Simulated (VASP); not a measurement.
Runs of VASP 6.6.1 on InSb. The structure is that of space group F-43m (No. 216), or close to it. The cells are those of the table. 

| task | cell | gap on the mesh (eV) | pressure (GPa) |
| --- | --- | --- | --- |
| electric field gradients | a = 4.565 Å, angles 60.0°, 2 atoms | none | (a) |
| electric field gradients | a = 4.558, b = 4.558, c = 4.535 Å, angles 60.2, 60.2, 59.7°, 2 atoms | none | 1.9 |
| single point | a = 4.611 Å, angles 60.0°, 2 atoms | none | 0.0 |
| electric field gradients | a = 4.671 Å, angles 60.0°, 2 atoms | none | -1.5 |
| single point | a = 4.535, b = 4.535, c = 4.581 Å, angles 59.7, 59.7, 60.7°, 2 atoms | 0.10 | 1.9 |

Alike in all rows: level PBEsol; potentials or basis VASP PAW PBE potentials, release 64 (In_d, Sb); no spin polarisation; k mesh 9 × 9 × 9; cutoff (eV) 520; smearing fermi-dirac 0.05 eV.

**Question.** Estimate the missing entries.

**Answer.** (a) 1.4.

Caveats: the PAW data sets were made with another functional, which shifts forces and pressure a little; spin-orbit coupling is left out, which moves the levels of the heavy elements.

A k mesh can miss the band edges, and the runs leave out spin-orbit coupling on In, Sb.

A gap of «none» marks levels without a gap at the run's occupations.
